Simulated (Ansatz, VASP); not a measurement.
Ge: VASP beside Ansatz

The input INCAR:

```
PREC = Accurate
ENCUT = 500
EDIFF = 1E-6
ISMEAR = -1
SIGMA = 0.03
LREAL = F
LASPH = T
NELM = 120
ALGO = Normal
ISIF = 2
LWAVE = F
LCHARG = F
GGA = PS
NBANDS = 21
GGA_COMPAT = F
```

The input KPOINTS:

```
Automatic mesh
0
Gamma
  7 7 7
```

File POSCAR:

```
Ge
1.0
   -2.4958980000      2.6508630000      1.4369470000
    2.4958980000     -2.6508630000      1.4369470000
    2.4958980000      2.6508630000     -1.4369470000
Ge
2
Direct
    0.3140570000      0.0640570000      0.2500000000
    0.6859430000      0.9359430000      0.7500000000
```

The input input.yaml:

```yaml
crystal:
  lattice:
    - [-2.495898, 2.650863, 1.436947]
    - [2.495898, -2.650863, 1.436947]
    - [2.495898, 2.650863, -1.436947]
  atoms:
    - { symbol: Ge, position: [0.314057, 0.064057, 0.25] }
    - { symbol: Ge, position: [0.685943, 0.935943, 0.75] }
kpoints:
  mp_grid: { grid: [7, 7, 7] }
scf:
  occupations: { method: fermi_dirac, width: 0.03 }
hamiltonian:
  xc: pbesol
  pseudopotentials: { kind: all_electron, lapw: { basis_error: 0.001 } }
output:
  forces: true
  stress: true
  eigenvalues: true
```

Alike in both runs: task single point; functional PBEsol; k mesh 7 × 7 × 7; occupations fermi-dirac, width 0.03 eV; no spin polarisation.

```csv
,VASP,Ansatz
version,VASP 6.6.1,Ansatz 0.2.0
potentials or method,"VASP PAW PBE potentials, release 64 (Ge_d), cutoff 500 eV","all-electron LAPW, scalar-relativistic"
```

```csv
,VASP,Ansatz,Ansatz less VASP
gap on the k mesh at the Fermi level (eV),none,none,-
pressure (GPa),-3.3,-3.1,+0.20
"traceless stress, the component that is largest in VASP (GPa)",-2.29,-2.27,+0.023
rms of the force components (eV/Å),0.045,0.045,-0.0003
```

VASP's potentials were made for PBE, not for PBEsol. Atom by atom the forces differ by 0.000 eV/Å (rms over components). A gap of «none» marks a metal or a gap that the smearing closes. Ansatz ran all-electron here, and VASP with PAW potentials.

The k mesh is coarse, so the values compare programs but aren't converged. Noted on Ansatz's run: the k mesh is thin for a metal, which can move the energy by tens of meV per atom.
